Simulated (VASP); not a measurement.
# Al (P6_3/mmc) in VASP: notebook

Al is run at these levels: PBE; tasks: single point.

All numbers are computed with VASP 6.6.1; they aren't measurements. Logs are shortened: lines on timing, memory, paths and dates and some standing lists are left out, and cuts for length are marked.

## 1. The cell of the first run

It takes space group P6_3/mmc (No. 194, hexagonal). Conventional cell: a = 2.854 Å, b = 2.854 Å, c = 9.381 Å, α = 90.00°, β = 90.00°, γ = 120.00°. Al (site symmetry -3m) has 12 Al at 2.85 to 2.87 Å within 3.8 Å. Al (site symmetry -6m2) has 12 Al at 2.85 to 2.87 Å within 3.8 Å.

## 2. Single point, PBE

INCAR reads:

```
ALGO = Normal ; EDIFF = 1E-7
ENCUT = 520 ; GGA = PE
ISIF = 2 ; ISMEAR = 0
LASPH = T ; LCHARG = T
LELF = T ; LREAL = F
LVHAR = T ; LWAVE = F
NBANDS = 14 ; NELM = 100
PREC = Accurate ; SIGMA = 0.1
```

KPOINTS reads:

```
k-points
0
Gamma
  18 18 6
```

POSCAR reads:

```
Al
1.0
    2.8535431555      0.0000000000      0.0000000000
   -1.4267715777      2.4712408634      0.0000000000
    0.0000000000      0.0000000000      9.3814585754
Al
4
Direct
    0.0000000000      0.0000000000      0.0000000000
    0.3333333333      0.6666666667      0.2500000000
    0.0000000000      0.0000000000      0.5000000000
    0.6666666667      0.3333333333      0.7500000000
```

Potentials or basis: VASP PAW PBE potentials, release 64 (Al).

On the command line:

```sh
$ cat potpaw_PBE.64/Al/POTCAR > POTCAR
$ mpirun -np 1 vasp_std > vasp.out
```

OUTCAR:

```text
EDIFF = 1E-7
   ENCUT = 520
   GGA = PE
   ISIF = 2
   ISMEAR = 0
   LASPH = T
   LREAL = F
   NELM = 100
   PREC = Accurate

 ion  position               nearest neighbor table
   1  0.000  0.000  0.000-   2 2.87   4 2.87   2 2.87   4 2.87   4 2.87   2 2.87
   2  0.333  0.667  0.250-   1 2.87   3 2.87   1 2.87   3 2.87   1 2.87   3 2.87
   3  0.000  0.000  0.500-   2 2.87   4 2.87   2 2.87   4 2.87   4 2.87   2 2.87
   4  0.667  0.333  0.750-   1 2.87   3 2.87   1 2.87   3 2.87   1 2.87   3 2.87

  LATTYP: Found a hexagonal cell.
 ALAT       =     2.8535431555
 C/A-ratio  =     3.2876526004

  Lattice vectors:

 A1 = (   2.8535431555,   0.0000000000,   0.0000000000)
 A2 = (  -1.4267715777,   2.4712408634,   0.0000000000)
 A3 = (   0.0000000000,   0.0000000000,   9.3814585754)

Analysis of symmetry for initial positions (statically):
=====================================================================
 Subroutine PRICEL returns:
 Original cell was already a primitive cell.

 Routine SETGRP: Setting up the symmetry group for a
 hexagonal supercell.

 Subroutine GETGRP returns: Found 24 space group operations
 (whereof 12 operations were pure point group operations)
 out of a pool of 24 trial point group operations.

The static configuration has the point symmetry D_3d.
 The point group associated with its full space group is D_6h.

Analysis of symmetry for dynamics (positions and initial velocities):
=====================================================================
 Subroutine PRICEL returns:
 Original cell was already a primitive cell.

 Routine SETGRP: Setting up the symmetry group for a
 hexagonal supercell.

 Subroutine GETGRP returns: Found 24 space group operations
 (whereof 12 operations were pure point group operations)
 out of a pool of 24 trial point group operations.

The dynamic configuration has the point symmetry D_3d.
 The point group associated with its full space group is D_6h.

 Subroutine INISYM returns: Found 24 space group operations
 (whereof 12 operations are pure point group operations),
 and found     1 'primitive' translations

----------------------------------------------------------------------------------------

                                     Primitive cell

  volume of cell :      66.1561

  direct lattice vectors                    reciprocal lattice vectors
     2.853543156  0.000000000  0.000000000     0.350441520  0.202327506  0.000000000
    -1.426771578  2.471240863  0.000000000     0.000000000  0.404655012  0.000000000
[... 99 lines left out ...]
   PSTRESS=    0.0 pullay stress
   NELECT =      12.0000    total number of electrons
   NUPDOWN=      -1.0000    fix difference up-down
   EMIN   =  10.00;   EMAX   =-10.00  energy-range for DOS
   EFERMI =   0.00;   METHOD = LEGACY
   ISMEAR =     0;   SIGMA  =   0.10  broadening in eV -4-tet -1-fermi 0-gaus
   EFERMI_NEDOS =   21; number of points for ismear=-14 and -15
   IALGO  =     38    algorithm
   IMIX   =      4    mixing-type and parameters
     AMIX     =   0.40;   BMIX     =  1.00
     AMIX_MAG =   1.60;   BMIX_MAG =  1.00
  volume/ion in A,a.u.               =      16.54       111.61
  Fermi-wavevector in a.u.,A,eV,Ry     =   0.926713  1.751234 11.684644  0.858797
  Thomas-Fermi vector in A             =   2.052705
   LORBIT       =      0    0 simple, 1 ext, 2 COOP (PROOUT), +10 PAW based schemes
   GGA     = PE    functional components
   LHFCALC =     F    Hartree Fock is set to
   AEXX    =    0.0000 exact exchange contribution
   IVDW    =     0    specifies the selected vdW correction
   LEPSILON=     F    determine dielectric tensor
   LRPA    =     F    only Hartree local field effects (RPA)
 non-spin polarized calculation
 Gauss-broadening in eV      SIGMA  =   0.10
  energy-cutoff  :      520.00
  volume of cell :       66.16
 maximum number of plane-waves:      1799
 NGX is ok and might be reduce to    24
   NGX = 11   NGY = 11   NGZ = 35

 number of electron      12.0000000 magnetization

 Free energy of the ion-electron system (eV)
  ---------------------------------------------------
  ext. energy  EPLUGINS =         0.00000000
  ---------------------------------------------------
  free energy    TOTEN  =       -14.93792098 eV

  energy without entropy =      -14.93063318  energy(sigma->0) =      -14.93427708

 E-fermi :   7.9710     XC(G=0): -10.1889

 val. band max:        7.9349461717   @ k =   0.2778   0.2222   0.0000
 cond. band min:       7.9908101170   @ k =   0.3889   0.1667   0.1667
 fundamental gap:      0.0558639453
 Fermi energy:         7.9710423625

 k-point     1 :       0.0000    0.0000    0.0000
  band No.  band energies     occupation
      1      -3.1440      2.00000
      2      -1.4750      2.00000
      3      -1.4682      2.00000
      4       3.3578      2.00000
      5       3.5168      2.00000
      6      11.2835      0.00000
      7      11.2949      0.00000
      8      18.7203      0.00000
      9      18.7203      0.00000
     10      18.9107      0.00000
     11      18.9107      0.00000
     12      19.8912      0.00000
     13      19.8917      0.00000
     14      20.0759      0.00000
[... 377 lines left out ...]
      1       1.7790      2.00000
      2       3.3711      2.00000
      3       3.3788      2.00000
      4       4.3386      2.00000
      5       5.9587      2.00000
      6       5.9924      2.00000
      7       8.0581      0.21818
      8       8.3961      0.00000
      9      10.3100      0.00000
     10      10.5439      0.00000
     11      11.4147      0.00000
     12      12.2973      0.00000
     13      12.5114      0.00000
     14      15.8784      0.00000

 [... further k-points ...]
[... 5 lines left out ...]
  --------------------------------------------------------------------------------------
  -------------------------------------------------------------------------------------
  Total        0.0105726      0.0105726      0.0093207      0.0000000      0.0000000      0.0000000
  in kB        0.2560498      0.2560498      0.2257303      0.0000000      0.0000000      0.0000000
  external PRESSURE =       0.2459433 kB  Pullay stress =       0.0000000 kB

 VOLUME and BASIS-vectors are now :
 -----------------------------------------------------------------------------
  energy-cutoff  :      520.00
  volume of cell :       66.16
      direct lattice vectors                 reciprocal lattice vectors
     2.853543156  0.000000000  0.000000000     0.350441520  0.202327506  0.000000000
    -1.426771578  2.471240863  0.000000000     0.000000000  0.404655012  0.000000000
     0.000000000  0.000000000  9.381458575     0.000000000  0.000000000  0.106593233

 POSITION                                       TOTAL-FORCE (eV/Angst)
 -----------------------------------------------------------------------------------
      0.00000      0.00000      0.00000         0.000000      0.000000      0.000000
     -0.00000      1.64749      2.34536         0.000000      0.000000      0.000000
      0.00000      0.00000      4.69073         0.000000      0.000000      0.000000
      1.42677      0.82375      7.03609        -0.000000      0.000000     -0.000000
 -----------------------------------------------------------------------------------
    total drift:                               -0.000000      0.000000      0.000000

  FREE ENERGIE OF THE ION-ELECTRON SYSTEM (eV)
  ---------------------------------------------------
  free  energy   TOTEN  =       -14.9379209835 eV

  energy  without entropy=      -14.9306331805  energy(sigma->0) =      -14.93427708
```

stdout:

```text
POSCAR found type information on POSCAR Al
 POSCAR found :  1 types and       4 ions
 scaLAPACK will be used
 LDA part: xc-table for (Slater+PW92), standard interpolation
 POSCAR, INCAR and KPOINTS ok, starting setup
 FFT: planning ... GRIDC
 FFT: planning ... GRID_SOFT
 FFT: planning ... GRID
 WAVECAR not read
 entering main loop
```

Wall time 60 s (1 thread of Intel Xeon Platinum 8488C (Sapphire Rapids), shared host); peak memory 0.24 GiB.

What came out:

```
Free energy            : -14.9379 eV
Pressure               : 0.0 GPa
Band gap on the k mesh : zero (band 6 reaches 11.82 eV, above the bottom of band 7 at 6.44 eV)
```

## 3. Single point, PBE

INCAR is that of step 2.

KPOINTS is that of step 2.

POSCAR reads:

```
Al
1.0
    2.8535431553      0.0000000000      0.0000000000
   -1.4267715776      2.4712408633      0.0000000000
    0.0000000000      0.0000000000      9.3814585762
Al
4
Direct
    0.0000000000      0.0000000000      0.0000000000
    0.3333333333      0.6666666667      0.2500000000
    0.0000000000      0.0000000000      0.5000000000
    0.6666666667      0.3333333333      0.7500000000
```

Potentials or basis: VASP PAW PBE potentials, release 64 (Al).

On the command line:

```sh
$ cat potpaw_PBE.64/Al/POTCAR > POTCAR
$ mpirun -np 1 vasp_std > vasp.out
```

It took 1.9 min on 1 thread of Intel Xeon Platinum 8375C at 2.90GHz (Ice Lake), shared host; peak memory 0.24 GiB.

It converged, with:

```yaml
Free_energy: -14.9379 eV
Pressure: 0.0 GPa
Band_gap_on_the_k_mesh: zero (band 6 reaches 11.82 eV, above the bottom of band 7 at 6.44 eV)
```

Levels at points of the mesh, in eV from the Fermi level:
| k point | band 4 | band 5 | band 6 | band 7 | band 8 | band 9 |
| --- | --- | --- | --- | --- | --- | --- |
| (0.00, 0.00, 0.00) | -4.61 | -4.45 | 3.31 | 3.32 | 10.75 | 10.75 |
| (0.50, 0.00, 0.00) | -3.82 | -3.32 | -3.22 | 0.83 | 1.25 | 1.29 |
| (0.00, 0.00, 0.50) | -7.38 | -0.95 | -0.95 | 8.14 | 8.14 | 11.07 |
| (0.50, 0.00, 0.50) | -4.75 | -1.85 | -1.85 | -1.20 | -1.20 | 4.50 |
